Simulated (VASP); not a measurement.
# Al8H in VASP: notebook

Al8H is run at these levels: PBE; tasks: single point.

All numbers are computed with VASP 6.6.1; they aren't measurements. Logs are shortened: lines on timing, memory, paths and dates and some standing lists are left out, and cuts for length are marked.

## Step 1: The cell of the first run

The cell holds a slab with vacuum, 18 atoms: a = 5.714 Å, b = 8.080 Å, c = 22.243 Å, α = 90.00°, β = 90.00°, γ = 90.00°.

## Step 2: Single point, PBE

INCAR

```
PREC     = Accurate       # precision mode
ENCUT    = 520            # plane-wave cutoff, eV
EDIFF    = 1E-6           # SCF threshold, eV
ISMEAR   = 0              # smearing method
SIGMA    = 0.1            # smearing width, eV
LREAL    = Auto         
LASPH    = T              # aspherical terms in the spheres
NELM     = 100            # most SCF steps
ALGO     = Normal         # electronic algorithm
ISIF     = 2              # what is computed and relaxed
LWAVE    = F              # write WAVECAR
LCHARG   = F              # write CHGCAR
LDIPOL   = T            
IDIPOL   = 3            
DIPOL    = 0.5 0.5 0.302
GGA      = PE             # functional
NBANDS   = 40             # bands
```

KPOINTS

```
regular mesh
0
Gamma
  5 4 1
```

POSCAR

```
Al8H
1.0
    5.7135165837      0.0000000000      0.0000000000
    0.0000000000      8.0801326415      0.0000000000
    0.0000000000      0.0000000000     22.2432786975
Al H
16 2
Direct
    0.2500000000      0.2500000000      0.1798296040
    0.2500000000      0.7500000000      0.1798296040
    0.7500000000      0.2500000000      0.1798296040
    0.7500000000      0.7500000000      0.1798296040
    0.0000000000      0.0000000000      0.2440458181
    0.0000000000      0.5000000000      0.2440458181
    0.5000000000      0.0000000000      0.2440458181
    0.5000000000      0.5000000000      0.2440458181
    0.2500000000      0.2500000000      0.3102598702
    0.2500000000      0.7500000000      0.3102598702
    0.7500000000      0.2500000000      0.3102598702
    0.7500000000      0.7500000000      0.3102598702
    0.0000000000      0.0000000000      0.3705963860
    0.0000000000      0.5000000000      0.3705963860
    0.5000000000      0.0000000000      0.3705963860
    0.5000000000      0.5000000000      0.3705963860
    0.2500000000      0.2097778880      0.5054685890
    0.2500000000      0.2902221120      0.5054685890
```

Potentials or basis: VASP PAW PBE potentials, release 64 (Al, H).

Started as:

```console
> cat potpaw_PBE.64/Al/POTCAR potpaw_PBE.64/H/POTCAR > POTCAR
> mpirun -np 1 vasp_std > vasp.out
```

OUTCAR:

```text
PREC = Accurate
   ENCUT = 520
   EDIFF = 1E-6
   ISMEAR = 0
   LREAL = Auto
   LASPH = T
   NELM = 100
   ISIF = 2
   GGA = PE

 ion  position               nearest neighbor table
   1  0.250  0.250  0.180-   3 2.86   3 2.86   6 2.86   7 2.86   8 2.86   5 2.86   9 2.90
   2  0.250  0.750  0.180-   4 2.86   4 2.86   6 2.86   7 2.86   8 2.86   5 2.86  10 2.90
   3  0.750  0.250  0.180-   1 2.86   1 2.86   6 2.86   7 2.86   8 2.86   5 2.86  11 2.90
   4  0.750  0.750  0.180-   2 2.86   2 2.86   6 2.86   7 2.86   8 2.86   5 2.86  12 2.90
   5  0.000  0.000  0.244-  13 2.81   7 2.86   7 2.86   4 2.86   1 2.86   2 2.86   3 2.86  11 2.88
                            12 2.88   9 2.88  10 2.88
   6  0.000  0.500  0.244-  14 2.81   8 2.86   8 2.86   4 2.86   1 2.86   2 2.86   3 2.86  11 2.88
                            12 2.88   9 2.88  10 2.88
   7  0.500  0.000  0.244-  15 2.81   5 2.86   5 2.86   4 2.86   1 2.86   2 2.86   3 2.86  11 2.88
                            12 2.88   9 2.88  10 2.88
   8  0.500  0.500  0.244-  16 2.81   6 2.86   6 2.86   4 2.86   1 2.86   2 2.86   3 2.86  11 2.88
                            12 2.88   9 2.88  10 2.88
   9  0.250  0.250  0.310-  13 2.81  14 2.81  15 2.81  16 2.81  11 2.86  11 2.86   7 2.88   8 2.88
                             5 2.88   6 2.88   1 2.90
  10  0.250  0.750  0.310-  13 2.81  14 2.81  15 2.81  16 2.81  12 2.86  12 2.86   7 2.88   8 2.88
                             5 2.88   6 2.88   2 2.90
  11  0.750  0.250  0.310-  13 2.81  14 2.81  15 2.81  16 2.81   9 2.86   9 2.86   7 2.88   8 2.88
                             5 2.88   6 2.88   3 2.90
  12  0.750  0.750  0.310-  13 2.81  14 2.81  15 2.81  16 2.81  10 2.86  10 2.86   7 2.88   8 2.88
                             5 2.88   6 2.88   4 2.90
  13  0.000  0.000  0.371-   9 2.81  10 2.81  11 2.81  12 2.81   5 2.81  15 2.86  15 2.86
  14  0.000  0.500  0.371-   9 2.81  10 2.81  11 2.81  12 2.81   6 2.81  16 2.86  16 2.86
  15  0.500  0.000  0.371-   9 2.81  10 2.81  11 2.81  12 2.81   7 2.81  13 2.86  13 2.86
  16  0.500  0.500  0.371-   9 2.81  10 2.81  11 2.81  12 2.81   8 2.81  14 2.86  14 2.86
  17  0.250  0.210  0.505-  18 0.65
  18  0.250  0.290  0.505-  17 0.65

  LATTYP: Found a simple orthorhombic cell.
 ALAT       =     5.7135165837
 B/A-ratio  =     1.4142135624
 C/A-ratio  =     3.8930977747

  Lattice vectors:

 A1 = (   5.7135165837,   0.0000000000,   0.0000000000)
 A2 = (   0.0000000000,   8.0801326415,   0.0000000000)
 A3 = (   0.0000000000,   0.0000000000,  22.2432786975)

Analysis of symmetry for initial positions (statically):
=====================================================================
 Subroutine PRICEL returns:
 Original cell was already a primitive cell.

 Routine SETGRP: Setting up the symmetry group for a
 simple orthorhombic supercell.

 Subroutine GETGRP returns: Found  4 space group operations
 (whereof  1 operations were pure point group operations)
 out of a pool of  8 trial point group operations.

The static configuration has the point symmetry C_1 .
 The point group associated with its full space group is C_2v.

Analysis of symmetry for dynamics (positions and initial velocities):
=====================================================================
 Subroutine PRICEL returns:
 Original cell was already a primitive cell.

 Routine SETGRP: Setting up the symmetry group for a
 simple orthorhombic supercell.

 Subroutine GETGRP returns: Found  4 space group operations
 (whereof  1 operations were pure point group operations)
 out of a pool of  8 trial point group operations.

The dynamic configuration has the point symmetry C_1 .
 The point group associated with its full space group is C_2v.

 Subroutine INISYM returns: Found  4 space group operations
 (whereof  1 operations are pure point group operations),
 and found     1 'primitive' translations

----------------------------------------------------------------------------------------

                                     Primitive cell

  volume of cell :    1026.8826

[... 45 lines left out ...]
   EFERMI_NEDOS =   21; number of points for ismear=-14 and -15
   IALGO  =     38    algorithm
   IMIX   =      4    mixing-type and parameters
     AMIX     =   0.40;   BMIX     =  1.00
     AMIX_MAG =   1.60;   BMIX_MAG =  1.00
  volume/ion in A,a.u.               =      57.05       384.99
  Fermi-wavevector in a.u.,A,eV,Ry     =   0.597803  1.129683  4.862288  0.357368
  Thomas-Fermi vector in A             =   1.648667
   LORBIT       =      0    0 simple, 1 ext, 2 COOP (PROOUT), +10 PAW based schemes
   GGA     = PE    functional components
   LHFCALC =     F    Hartree Fock is set to
   AEXX    =    0.0000 exact exchange contribution
   IVDW    =     0    specifies the selected vdW correction
   LEPSILON=     F    determine dielectric tensor
   LRPA    =     F    only Hartree local field effects (RPA)
 non-spin polarized calculation
 Gauss-broadening in eV      SIGMA  =   0.10
  energy-cutoff  :      520.00
  volume of cell :     1026.88
 maximum number of plane-waves:     27706
   NGX = 21   NGY = 31   NGZ = 83

 dipolmoment           0.000000      0.000000      0.065633 electrons x Angstroem

 number of electron      49.9999997 magnetization

 dipolmoment           0.000000      0.000000     -0.006013 electrons x Angstroem

 Free energy of the ion-electron system (eV)
  ---------------------------------------------------
  ext. energy  EPLUGINS =         0.00000000
  ---------------------------------------------------
  free energy    TOTEN  =       -61.24261661 eV

  energy without entropy =      -61.20588401  energy(sigma->0) =      -61.22425031

 E-fermi :  -0.8654     XC(G=0):  -3.6777

 val. band max:       -0.8920673288   @ k =   0.0000   0.2500   0.0000
 cond. band min:      -0.8188271178   @ k =   0.2000   0.2500   0.0000
 fundamental gap:      0.0732402110
 Fermi energy:        -0.8653608193

 k-point     1 :       0.0000    0.0000    0.0000
  band No.  band energies     occupation
      1     -11.1069      2.00000
      2      -8.9304      2.00000
      3      -8.8505      2.00000
      4      -8.6756      2.00000
      5      -7.7365      2.00000
      6      -6.6943      2.00000
[... 349 lines left out ...]
     36       1.7591      0.00000
     37       1.8012      0.00000
 [bands above 37 left out]

------------------------ aborting loop because EDIFF is reached ----------------------------------------

 vacuum level on the upper side and lower side of the slab       (xc-potential included)        -0.026        -0.002

  FORCE on cell =-STRESS in cart. coord.  units (eV):
  Direction    XX          YY          ZZ          XY          YZ          ZX
  --------------------------------------------------------------------------------------
  -------------------------------------------------------------------------------------
  Total      -11.9084895     -0.5656141     -1.1128439      0.0000000      0.0000000      0.0000000
  in kB      -18.5800327     -0.8824904     -1.7362971      0.0000000      0.0000000      0.0000000
  external PRESSURE =      -7.0662734 kB  Pullay stress =       0.0000000 kB

 VOLUME and BASIS-vectors are now :
 -----------------------------------------------------------------------------
  energy-cutoff  :      520.00
  volume of cell :     1026.88
      direct lattice vectors                 reciprocal lattice vectors
     5.713516584  0.000000000  0.000000000     0.175023558  0.000000000  0.000000000
     0.000000000  8.080132642  0.000000000     0.000000000  0.123760345  0.000000000
     0.000000000  0.000000000 22.243278697     0.000000000  0.000000000  0.044957401

 POSITION                                       TOTAL-FORCE (eV/Angst)
 -----------------------------------------------------------------------------------
      1.42838      2.02003      4.00000         0.000000      0.000000      0.215672
      1.42838      6.06010      4.00000         0.000000      0.000000      0.214340
      4.28514      2.02003      4.00000         0.000000      0.000000      0.206999
      4.28514      6.06010      4.00000         0.000000      0.000000      0.212455
      0.00000      0.00000      5.42838        -0.000814     -0.001832     -0.206335
      0.00000      4.04007      5.42838        -0.000814      0.001832     -0.206335
[... 10 lines left out ...]
      1.42838      1.69503     11.24328         0.000000     -4.898255      0.022248
      1.42838      2.34503     11.24328         0.000000      4.898255      0.022248
 -----------------------------------------------------------------------------------
    total drift:                               -0.000000     -0.000000     -0.014026

  FREE ENERGIE OF THE ION-ELECTRON SYSTEM (eV)
  ---------------------------------------------------
  free  energy   TOTEN  =       -61.2426166076 eV

  energy  without entropy=      -61.2058840115  energy(sigma->0) =      -61.22425031

 vacuum level on the upper side and lower side of the slab         3.177         3.201
```

It took 19 min on 1 thread of Intel Xeon 8259CL, shared host; peak memory 0.91 GiB.

What came out:

```yaml
Free_energy: -61.2426 eV
Largest_force: 4.898 eV/Å
Band_gap_on_the_k_mesh: zero (bands 25 and 26 overlap by 0.49 eV)
```

Forces on the atoms (eV/Å):
```
Al   0.000  0.000  0.216
Al   0.000  0.000  0.214
Al   0.000  0.000  0.207
Al   0.000  0.000  0.212
Al  -0.001 -0.002 -0.206
Al  -0.001  0.002 -0.206
Al   0.001 -0.002 -0.206
Al   0.001  0.002 -0.206
Al   0.000  0.000 -0.014
Al   0.000  0.000 -0.017
Al   0.000  0.000 -0.018
Al   0.000  0.000 -0.016
Al  -0.005 -0.008 -0.001
Al  -0.005  0.008 -0.001
Al   0.005 -0.008 -0.001
Al   0.005  0.008 -0.001
H    0.000 -4.898  0.022
H    0.000  4.898  0.022
```

## Step 3: Single point, PBE

INCAR

```
SYSTEM = Al8H
  PREC = Accurate
  ENCUT = 520
  EDIFF = 1E-6
  ISMEAR = 0
  SIGMA = 0.1
  LREAL = Auto
  LASPH = .True.
  NELM = 100
  ALGO = Normal
  ISIF = 2
  LWAVE = .False.
  LCHARG = .False.
  LDIPOL = .True.
  IDIPOL = 3
  DIPOL = 0.5 0.5 0.289
  GGA = PE
  NBANDS = 40
```

KPOINTS

```
Automatic mesh
0
Gamma
  5 4 1
  0 0 0
```

Changes to POSCAR since step 2:

```diff
@@ -24,3 +24,3 @@
     0.5000000000      0.5000000000      0.3705963860
-    0.2500000000      0.2097778880      0.5054685890
-    0.2500000000      0.2902221120      0.5054685890
+    0.2500000000      0.1574891424      0.3908272164
+    0.2500000000      0.3425108576      0.3908272164
```

Potentials or basis: VASP PAW PBE potentials, release 64 (Al, H).

Started as:

```console
> cat potpaw_PBE.64/Al/POTCAR potpaw_PBE.64/H/POTCAR > POTCAR
> mpirun -np 1 vasp_std > vasp.out
```

Wall time 13 min (1 thread of Intel Xeon Platinum 8375C at 2.90GHz (Ice Lake), shared host); peak memory 0.89 GiB.

Results (log left out):

| Quantity | Value |
| --- | --- |
| Free energy | -60.3310 eV |
| Largest force | 0.563 eV/Å |
| Band gap on the k mesh | zero (bands 25 and 26 overlap by 0.52 eV) |

Forces in eV/Å, atoms in the order of the input:
```
Al   0.000  0.000  0.187
Al   0.000  0.000  0.268
Al   0.000  0.000  0.250
Al   0.000  0.000  0.328
Al  -0.055  0.026 -0.207
Al  -0.055 -0.026 -0.207
Al   0.055  0.026 -0.207
Al   0.055 -0.026 -0.207
Al   0.000  0.000 -0.335
Al   0.000  0.000  0.433
Al   0.000  0.000 -0.011
Al   0.000  0.000 -0.199
Al  -0.169 -0.145 -0.003
Al  -0.169  0.145 -0.003
Al   0.169 -0.145 -0.003
Al   0.169  0.145 -0.003
H    0.000 -0.562 -0.040
H    0.000  0.562 -0.040
```

Levels at points of the mesh, in eV from the Fermi level:
```tsv
k point	band 24	band 25	band 26	band 27	band 28	band 29
(0.00, 0.00, 0.00)	-0.57	-0.33	-0.26	-0.23	0.65	1.11
(0.00, 0.50, 0.00)	-0.93	-0.28	-0.26	0.09	0.19	0.46
```

## Step 4: Single point, PBE

INCAR

```
PREC     = Accurate       # precision mode
ENCUT    = 520            # plane-wave cutoff, eV
EDIFF    = 1E-6           # SCF threshold, eV
ISMEAR   = 0              # smearing method
SIGMA    = 0.1            # smearing width, eV
LREAL    = Auto         
LASPH    = T              # aspherical terms in the spheres
NELM     = 80             # most SCF steps
ALGO     = Normal         # electronic algorithm
ISIF     = 2              # what is computed and relaxed
LWAVE    = F              # write WAVECAR
LCHARG   = T              # write CHGCAR
LDIPOL   = T            
IDIPOL   = 3            
DIPOL    = 0.5 0.5 0.292
GGA      = PE             # functional
LELF     = T              # ELF
LVHAR    = T            
LVACPOTAV= T            
NBANDS   = 40             # bands
```

KPOINTS

```
Automatic mesh
0
Gamma
  5 4 1
```

Changes to POSCAR since step 3:

```diff
@@ -24,3 +24,3 @@
     0.5000000000      0.5000000000      0.3705963860
-    0.2500000000      0.1574891424      0.3908272164
-    0.2500000000      0.3425108576      0.3908272164
+    0.2500000000      0.1574891424      0.4195999531
+    0.2500000000      0.3425108576      0.4195999531
```

Started as:

```console
> cat potpaw_PBE.64/Al/POTCAR potpaw_PBE.64/H/POTCAR > POTCAR
> mpirun -np 1 vasp_std > vasp.out
```

Run time: 15 min. Hardware: 1 thread of Intel Xeon Platinum 8375C at 2.90GHz (Ice Lake), shared host; peak memory 0.88 GiB.

It converged, with:

```yaml
Free_energy: -59.9140 eV
Largest_force: 0.492 eV/Å
Band_gap_on_the_k_mesh: zero (bands 25 and 26 overlap by 0.65 eV)
```

Forces on the atoms (eV/Å):
```
Al   0.000  0.000  0.205
Al   0.000  0.000  0.215
Al   0.000  0.000  0.249
Al   0.000  0.000  0.227
Al  -0.138  0.013 -0.259
Al  -0.138 -0.013 -0.259
Al   0.138  0.013 -0.259
Al   0.138 -0.013 -0.259
Al   0.000  0.000 -0.281
Al   0.000  0.000  0.363
Al   0.000  0.000  0.102
Al   0.000  0.000 -0.124
Al   0.034  0.168  0.262
Al   0.034 -0.168  0.262
Al  -0.034  0.168  0.262
Al  -0.034 -0.168  0.262
H    0.000  0.094 -0.483
H    0.000 -0.094 -0.483
```

Levels at points of the mesh, in eV from the Fermi level:
| k point | band 22 | band 23 | band 24 | band 25 | band 26 | band 27 | band 28 | band 29 |
| --- | --- | --- | --- | --- | --- | --- | --- | --- |
| (0.00, 0.00, 0.00) | -1.13 | -0.76 | -0.63 | -0.40 | -0.21 | -0.07 | 0.28 | 0.76 |
| (0.00, 0.50, 0.00) | -0.94 | -0.92 | -0.87 | -0.51 | -0.10 | 0.15 | 0.22 | 0.40 |

## Step 5: Single point, PBE

INCAR

```
SYSTEM = Al8H
PREC = Accurate
ENCUT = 520
EDIFF = 1E-6
ISMEAR = 0
SIGMA = 0.1
LREAL = Auto
LASPH = .TRUE.
NELM = 100
ALGO = Normal
ISIF = 2
LWAVE = .FALSE.
LCHARG = .FALSE.
LDIPOL = .TRUE.
IDIPOL = 3
DIPOL = 0.5 0.5 0.295
GGA = PE
NBANDS = 40
```

KPOINTS

```
Automatic mesh
0
G
  5 4 1
  0 0 0
```

Changes to POSCAR since step 4:

```diff
@@ -24,3 +24,3 @@
     0.5000000000      0.5000000000      0.3705963860
-    0.2500000000      0.1574891424      0.4195999531
-    0.2500000000      0.3425108576      0.4195999531
+    0.2500000000      0.1574891424      0.4483726897
+    0.2500000000      0.3425108576      0.4483726897
```

Started as:

```console
> cat potpaw_PBE.64/Al/POTCAR potpaw_PBE.64/H/POTCAR > POTCAR
> mpirun -np 1 vasp_std > vasp.out
```

It took 14 min on 1 thread of Intel Xeon Platinum 8375C at 2.90GHz (Ice Lake), shared host; peak memory 0.88 GiB.

The run converged. Its results:

| Quantity | Value |
| --- | --- |
| Free energy | -59.2864 eV |
| Largest force | 1.868 eV/Å |
| Band gap on the k mesh | zero (bands 25 and 26 overlap by 0.60 eV) |

Forces in eV/Å, atoms in the order of the input:
```
Al   0.000  0.000  0.219
Al   0.000  0.000  0.183
Al   0.000  0.000  0.125
Al   0.000  0.000  0.190
Al  -0.079 -0.002 -0.224
Al  -0.079  0.002 -0.224
Al   0.079 -0.002 -0.224
Al   0.079  0.002 -0.224
Al   0.000  0.000 -0.189
Al   0.000  0.000  0.109
Al   0.000  0.000  0.009
Al   0.000  0.000 -0.031
Al   0.040  0.129  0.287
Al   0.040 -0.129  0.287
Al  -0.040  0.129  0.287
Al  -0.040 -0.129  0.287
H    0.000  1.817 -0.433
H    0.000 -1.817 -0.433
```

Levels at points of the mesh, in eV from the Fermi level:
| k point | band 22 | band 23 | band 24 | band 25 | band 26 | band 27 | band 28 | band 29 |
| --- | --- | --- | --- | --- | --- | --- | --- | --- |
| (0.00, 0.00, 0.00) | -1.06 | -0.75 | -0.73 | -0.46 | -0.14 | 0.00 | 0.09 | 0.61 |
| (0.00, 0.50, 0.00) | -0.94 | -0.89 | -0.87 | -0.69 | 0.08 | 0.24 | 0.27 | 0.33 |

## Step 6: Single point, PBE

INCAR

```
SYSTEM = Al8H
  ALGO = Normal
  DIPOL = 0.5 0.5 0.289
  EDIFF = 1E-6
  ENCUT = 520
  GGA = PE
  IDIPOL = 3
  ISIF = 2
  ISMEAR = 0
  LASPH = .True.
  LCHARG = .True.
  LDIPOL = .True.
  LELF = .True.
  LREAL = Auto
  LVACPOTAV = .True.
  LVHAR = .True.
  LWAVE = .False.
  NBANDS = 40
  NELM = 80
  PREC = Accurate
  SIGMA = 0.1
```

KPOINTS

```
k-points
0
Gamma
  5 4 1
  0 0 0
```

Changes to POSCAR since step 5:

```diff
@@ -24,3 +24,3 @@
     0.5000000000      0.5000000000      0.3705963860
-    0.2500000000      0.1574891424      0.4483726897
-    0.2500000000      0.3425108576      0.4483726897
+    0.2500000000      0.1116978149      0.3908272164
+    0.2500000000      0.3883021851      0.3908272164
```

Potentials or basis: VASP PAW PBE potentials, release 64 (Al, H).

Started as:

```console
> cat potpaw_PBE.64/Al/POTCAR potpaw_PBE.64/H/POTCAR > POTCAR
> mpirun -np 1 vasp_std > vasp.out
```

It took 19 min on 1 thread of Intel Xeon Platinum 8375C at 2.90GHz (Ice Lake), shared host; peak memory 0.88 GiB.

The run converged. Its results:

| Item | Value |
| --- | --- |
| Free energy | -60.4592 eV |
| Largest force | 0.867 eV/Å |
| Band gap on the k mesh | zero (bands 25 and 26 overlap by 0.56 eV) |

Forces on the atoms (eV/Å):
```
Al   0.000  0.000  0.151
Al   0.000  0.000  0.295
Al   0.000  0.000  0.283
Al   0.000  0.000  0.345
Al  -0.065 -0.009 -0.211
Al  -0.065  0.009 -0.211
Al   0.065 -0.009 -0.211
Al   0.065  0.009 -0.211
Al   0.000  0.000 -0.433
Al   0.000  0.000  0.422
Al   0.000  0.000  0.079
Al   0.000  0.000 -0.145
Al  -0.728 -0.417 -0.219
Al  -0.728  0.417 -0.219
Al   0.728 -0.417 -0.219
Al   0.728  0.417 -0.219
H    0.000  0.373  0.362
H    0.000 -0.373  0.362
```

Levels at points of the mesh, in eV from the Fermi level:
```tsv
k point	band 24	band 25	band 26	band 27	band 28	band 29
(0.00, 0.00, 0.00)	-0.58	-0.43	-0.31	-0.21	0.83	0.95
(0.00, 0.50, 0.00)	-0.95	-0.37	-0.24	0.04	0.11	0.73
```

## Step 7: The runs side by side

```csv
cell,gap on the mesh (eV),largest force (eV/Å)
"as given, atomic positions A",none,4.90
"as given, atomic positions B",none,0.56
"as given, atomic positions C",none,0.49
"as given, atomic positions D",none,1.87
"as given, atomic positions E",none,0.87
```

Alike in all rows: task single point; level PBE; potentials or basis VASP PAW PBE potentials, release 64 (Al, H); no spin polarisation; k mesh 5 × 4 × 1; cutoff (eV) 520; smearing gaussian 0.1 eV.

Total energies depend on the potentials used, so only differences within one code and one set of settings carry meaning.
